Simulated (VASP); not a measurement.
# VSi63 (a cell with a defect) in VASP: single point with PBEsol

Aim: the single point of VSi63 (a cell with a defect) with PBEsol.

All numbers are computed with VASP 6.6.1; they aren't measurements. Logs are shortened: lines on timing, memory, paths and dates and some standing lists are left out, and cuts for length are marked.

### 1 The cell of the first run

The cell holds a defect, 64 atoms: a = 10.866 Å, b = 10.866 Å, c = 10.866 Å, α = 90.00°, β = 90.00°, γ = 90.00°.

### 2 Single point, PBEsol

Contents of INCAR:

```
PREC = Accurate
ENCUT = 520
EDIFF = 1E-7
ISMEAR = -1
SIGMA = 0.05
LREAL = Auto
LASPH = T
NELM = 80
ALGO = Normal
ISIF = 2
LWAVE = F
LCHARG = F
GGA = PS
NELECT = 266.0
ISYM = 0
NBANDS = 170
```

Contents of KPOINTS:

```
Automatic mesh
0
Gamma
  1 1 1
  0.25 0.25 0.25
```

Contents of POSCAR:

```
VSi63
1.0
   10.8655790000      0.0000000000      0.0000000000
    0.0000000000     10.8655790000      0.0000000000
    0.0000000000      0.0000000000     10.8655790000
Si V
63 1
Direct
    0.9999680000      0.0002370000      0.0002430000
    0.9991940000      0.9995700000      0.5007750000
    0.9992940000      0.5006570000      0.0001860000
    0.9991550000      0.4998240000      0.5001460000
    0.5002230000      0.9996930000      0.0000410000
    0.4995140000      0.9995170000      0.5000720000
    0.4995320000      0.4997670000      0.9997380000
    0.1253020000      0.1253790000      0.1254380000
    0.1241010000      0.1243120000      0.6251720000
    0.1242290000      0.6249570000      0.1249690000
    0.1244690000      0.6248450000      0.6250840000
    0.6249570000      0.1243330000      0.1248790000
    0.6248430000      0.1247440000      0.6250280000
    0.6247640000      0.6248910000      0.1248400000
    0.6252540000      0.6250700000      0.6254280000
    0.2499910000      0.2507260000      0.0004160000
    0.2486210000      0.2488450000      0.5008310000
    0.2500740000      0.7496870000      0.0005330000
    0.2487110000      0.7504770000      0.5006990000
    0.7497180000      0.2503300000      0.0005850000
    0.7497570000      0.2495790000      0.5004830000
    0.7495460000      0.7499320000      0.9999640000
    0.7498610000      0.7499640000      0.5011000000
    0.3753930000      0.3754640000      0.1258700000
    0.3728530000      0.3724830000      0.6281410000
    0.3753130000      0.8758800000      0.1250800000
    0.3752010000      0.8747070000      0.6258400000
    0.8759930000      0.3754280000      0.1251820000
    0.8746150000      0.3753080000      0.6258310000
    0.8751310000      0.8751110000      0.1255530000
    0.8749210000      0.8749580000      0.6251770000
    0.2500820000      0.0002450000      0.2505080000
    0.2501590000      0.0002530000      0.7500740000
    0.2488790000      0.5006400000      0.2493660000
    0.2490430000      0.5005490000      0.7503230000
    0.7499300000      0.0001950000      0.2507180000
    0.7495470000      0.9996800000      0.7499560000
    0.7500440000      0.5002470000      0.2492130000
    0.7501100000      0.5009870000      0.7503890000
    0.3752630000      0.1254730000      0.3757180000
    0.3753050000      0.1248840000      0.8764110000
    0.3728540000      0.6279710000      0.3733140000
    0.3751000000      0.6254210000      0.8751040000
    0.8758090000      0.1250800000      0.3760660000
    0.8747980000      0.1253470000      0.8752700000
    0.8744210000      0.6252080000      0.3756120000
    0.8750640000      0.6250180000      0.8754460000
    0.0003980000      0.2502530000      0.2506460000
    0.0000330000      0.2502990000      0.7501180000
    0.9999020000      0.7497470000      0.2507750000
    0.9998020000      0.7497700000      0.7499320000
    0.5006270000      0.2489680000      0.2493840000
    0.5006560000      0.2489360000      0.7507500000
    0.5004230000      0.7503280000      0.2493720000
    0.5007030000      0.7497540000      0.7502420000
    0.1252560000      0.3756580000      0.3759220000
    0.1243050000      0.3760550000      0.8761450000
    0.1243700000      0.8762190000      0.3759130000
    0.1252000000      0.8751110000      0.8754230000
    0.6267820000      0.3738470000      0.3736070000
    0.6254220000      0.3755220000      0.8751930000
    0.6252910000      0.8749340000      0.3757910000
    0.6244220000      0.8751870000      0.8753440000
    0.4968110000      0.4980010000      0.4984460000
```

Potentials or basis: VASP PAW PBE potentials, release 64 (Si, V_sv).

Launch:

```sh
cat potpaw_PBE.64/Si/POTCAR potpaw_PBE.64/V_sv/POTCAR > POTCAR
mpirun -np 1 vasp_std > vasp.out
```

OUTCAR:

```text
PREC = Accurate
   ENCUT = 520
   EDIFF = 1E-7
   ISMEAR = -1
   LREAL = Auto
   LASPH = T
   NELM = 80
   ISIF = 2
   GGA = PS
   NELECT = 266.0
   ISYM = 0

 ion  position               nearest neighbor table
   1  1.000  0.000  0.000-  59 2.35  45 2.35  30 2.35   8 2.36
   2  0.999  1.000  0.501-  31 2.34  58 2.34  44 2.34   9 2.35
   3  0.999  0.501  0.000-  47 2.34  28 2.34  57 2.34  10 2.35
   4  0.999  0.500  0.500-  56 2.35  46 2.35  29 2.35  11 2.35
   5  0.500  1.000  0.000-  63 2.34  41 2.34  26 2.34  12 2.35
   6  0.500  1.000  0.500-  40 2.35  62 2.35  27 2.35  13 2.36
[... 56 lines left out ...]
  63  0.624  0.875  0.875-   5 2.34  55 2.35  22 2.35  37 2.35
  64  0.497  0.498  0.498-  60 2.38  42 2.38  25 2.38  15 2.40

IMPORTANT INFORMATION: All symmetrisations will be switched off!
NOSYMM: (Re-)initialisation of all symmetry stuff for point group C_1.

----------------------------------------------------------------------------------------

                                     Primitive cell

  volume of cell :    1282.7990

  direct lattice vectors                    reciprocal lattice vectors
    10.865579000  0.000000000  0.000000000     0.092033752  0.000000000  0.000000000
     0.000000000 10.865579000  0.000000000     0.000000000  0.092033752  0.000000000
     0.000000000  0.000000000 10.865579000     0.000000000  0.000000000  0.092033752

  length of vectors
    10.865579000 10.865579000 10.865579000     0.092033752  0.092033752  0.092033752

  position of ions in fractional coordinates (direct lattice)
     0.999968000  0.000237000  0.000243000
     0.999194000  0.999570000  0.500775000
     0.999294000  0.500657000  0.000186000
     0.999155000  0.499824000  0.500146000
     0.500223000  0.999693000  0.000041000
     0.499514000  0.999517000  0.500072000
[... 56 lines left out ...]
     0.624422000  0.875187000  0.875344000
     0.496811000  0.498001000  0.498446000

  ion indices of the primitive-cell ions
   primitive index   ion index
                 1           1
                 2           2
                 3           3
                 4           4
                 5           5
                 6           6
[... 56 lines left out ...]
                63          63
                64          64

----------------------------------------------------------------------------------------

 KPOINTS: Automatic mesh

Automatic generation of k-mesh.
 Grid dimensions read from file:
[... 47 lines left out ...]
   NSW    =      0    number of steps for IOM
   IBRION =     -1    ionic relax: 0-MD 1-quasi-New 2-CG
   NFREE  =      0    steps in history (QN), initial steepest desc. (CG)
   ISIF   =      2    stress and relaxation
   ISYM   =      0    0-nonsym 1-usesym 2-fastsym
   POTIM  = 0.5000    time-step for ionic-motion
   TEBEG  =    0.0;   TEEND  =   0.0 temperature during run
   PSTRESS=    0.0 pullay stress
   NELECT =     266.0000    total number of electrons
   NUPDOWN=      -1.0000    fix difference up-down
   EMIN   =  10.00;   EMAX   =-10.00  energy-range for DOS
   EFERMI =   0.00;   METHOD = LEGACY
   ISMEAR =    -1;   SIGMA  =   0.05  broadening in eV -4-tet -1-fermi 0-gaus
   EFERMI_NEDOS =   21; number of points for ismear=-14 and -15
   IALGO  =     38    algorithm
   IMIX   =      4    mixing-type and parameters
     AMIX     =   0.40;   BMIX     =  1.00
     AMIX_MAG =   1.60;   BMIX_MAG =  1.00
  volume/ion in A,a.u.               =      20.04       135.26
  Fermi-wavevector in a.u.,A,eV,Ry     =   0.968982  1.831111 12.774873  0.938927
  Thomas-Fermi vector in A             =   2.098997
   LORBIT       =      0    0 simple, 1 ext, 2 COOP (PROOUT), +10 PAW based schemes
   GGA     = PS    functional components
   LHFCALC =     F    Hartree Fock is set to
   AEXX    =    0.0000 exact exchange contribution
   IVDW    =     0    specifies the selected vdW correction
   LEPSILON=     F    determine dielectric tensor
   LRPA    =     F    only Hartree local field effects (RPA)
 non-spin polarized calculation
  energy-cutoff  :      520.00
  volume of cell :     1282.80
 maximum number of plane-waves:     34484
 NGX is ok and might be reduce to    84
   NGX = 41   NGY = 41   NGZ = 41

 number of electron     265.9999970 magnetization

 Free energy of the ion-electron system (eV)
  ---------------------------------------------------
  ext. energy  EPLUGINS =         0.00000000
  ---------------------------------------------------
  free energy    TOTEN  =      -362.41578746 eV

  energy without entropy =     -362.27740911  energy(sigma->0) =     -362.34659828

 E-fermi :   6.1381     XC(G=0):  -9.5849

 val. band max:        6.1308942681   @ k =  -0.2500   0.2500   0.2500
 cond. band min:       6.1399511096   @ k =  -0.2500  -0.2500   0.2500
 fundamental gap:      0.0090568415
 Fermi energy:         6.1381039410

 k-point     1 :       0.2500    0.2500    0.2500
  band No.  band energies     occupation
      1     -57.5307      2.00000
      2     -31.5394      2.00000
      3     -31.5299      2.00000
      4     -31.5274      2.00000
      5      -6.0079      2.00000
      6      -5.4954      2.00000
[... 581 lines left out ...]
    144       7.4013      0.00000
    145       7.5812      0.00000
 [bands above 145 left out]

------------------------ aborting loop because EDIFF is reached ----------------------------------------

  FORCE on cell =-STRESS in cart. coord.  units (eV):
  Direction    XX          YY          ZZ          XY          YZ          ZX
  --------------------------------------------------------------------------------------
  -------------------------------------------------------------------------------------
  Total       12.2585206     12.2436510     12.2410104     -0.8423900     -0.7203392     -0.7706077
  in kB       15.3105228     15.2919512     15.2886531     -1.0521198     -0.8996820     -0.9624658
  external PRESSURE =      15.2970424 kB  Pullay stress =       0.0000000 kB

 VOLUME and BASIS-vectors are now :
 -----------------------------------------------------------------------------
  energy-cutoff  :      520.00
  volume of cell :     1282.80
      direct lattice vectors                 reciprocal lattice vectors
    10.865579000  0.000000000  0.000000000     0.092033752  0.000000000  0.000000000
     0.000000000 10.865579000  0.000000000     0.000000000  0.092033752  0.000000000
     0.000000000  0.000000000 10.865579000     0.000000000  0.000000000  0.092033752

 POSITION                                       TOTAL-FORCE (eV/Angst)
 -----------------------------------------------------------------------------------
     10.86523      0.00258      0.00264         0.010168      0.012920      0.022893
     10.85682     10.86091      5.44121         0.027559      0.044443     -0.004943
     10.85791      5.43993      0.00202         0.034061     -0.014246      0.020245
     10.85640      5.43088      5.43438         0.023083      0.020918      0.030903
      5.43521     10.86224      0.00045        -0.016861      0.027287      0.032109
      5.42751     10.86033      5.43357         0.026094      0.023754      0.041174
[... 56 lines left out ...]
      6.78471      9.50941      9.51112         0.010465     -0.002911     -0.001432
      5.39814      5.41107      5.41590         0.101548      0.101760      0.109971
 -----------------------------------------------------------------------------------
    total drift:                                0.003028      0.002994      0.014833

  FREE ENERGIE OF THE ION-ELECTRON SYSTEM (eV)
  ---------------------------------------------------
  free  energy   TOTEN  =      -362.4157874588 eV

  energy  without entropy=     -362.2774091100  energy(sigma->0) =     -362.34659828
```

Run time: 26 min. Hardware: 1 thread of Intel Xeon Platinum 8488C (Sapphire Rapids), shared host; peak memory 1.4 GiB.

What came out:

| Item | Value |
| --- | --- |
| Free energy | -362.4158 eV |
| Largest force | 0.181 eV/Å |

Forces in eV/Å, atoms in the order of the input:
```
Si   0.010  0.013  0.023
Si   0.028  0.044 -0.005
Si   0.034 -0.014  0.020
Si   0.023  0.021  0.031
Si  -0.017  0.027  0.032
Si   0.026  0.024  0.041
Si   0.029  0.032  0.030
Si  -0.032 -0.026 -0.030
Si  -0.045 -0.047  0.000
Si  -0.043 -0.007 -0.052
Si  -0.026 -0.021 -0.040
Si  -0.012 -0.040 -0.051
Si  -0.030 -0.044 -0.035
Si  -0.027 -0.027 -0.038
Si  -0.074 -0.068 -0.065
Si   0.045  0.041  0.016
Si   0.079  0.075 -0.009
Si   0.034  0.047  0.023
Si   0.043  0.083 -0.025
Si   0.038  0.034  0.019
Si   0.090  0.031 -0.011
Si   0.032  0.036  0.032
Si   0.014  0.020 -0.024
Si  -0.041 -0.041 -0.018
Si  -0.051 -0.045 -0.021
Si   0.008 -0.054 -0.023
Si  -0.036 -0.029 -0.049
Si  -0.061 -0.006 -0.023
Si  -0.039 -0.035 -0.051
Si  -0.040 -0.027 -0.033
Si  -0.001  0.002 -0.003
Si   0.045  0.021  0.050
Si   0.043  0.021  0.051
Si   0.078 -0.014  0.076
Si   0.029 -0.041  0.093
Si   0.038  0.020  0.042
Si   0.027  0.034  0.035
Si   0.076 -0.017  0.039
Si   0.009 -0.030  0.023
Si  -0.039 -0.019 -0.043
Si   0.003 -0.018 -0.060
Si  -0.059 -0.022 -0.052
Si  -0.031 -0.048 -0.037
Si  -0.062 -0.024 -0.015
Si  -0.022 -0.035 -0.024
Si  -0.030 -0.028 -0.039
Si  -0.003  0.009 -0.001
Si   0.009  0.043  0.050
Si   0.019  0.042  0.043
Si   0.023  0.046  0.038
Si   0.020  0.030  0.051
Si  -0.024  0.074  0.068
Si  -0.042  0.037  0.089
Si  -0.021  0.088  0.032
Si  -0.018  0.028  0.021
Si  -0.010 -0.042 -0.045
Si  -0.007 -0.015 -0.051
Si  -0.018 -0.067 -0.015
Si  -0.027 -0.025 -0.038
Si  -0.001 -0.067 -0.062
Si  -0.040 -0.041 -0.038
Si  -0.035 -0.037 -0.050
Si   0.010 -0.003 -0.001
V    0.102  0.102  0.110
```

Caveat: the cell carries a net charge on a neutralising background, which shifts energy and pressure; the cell is charged against a uniform background, so pressure and absolute levels hang on convention; the PAW data sets were made with another functional, which shifts forces and pressure a little.
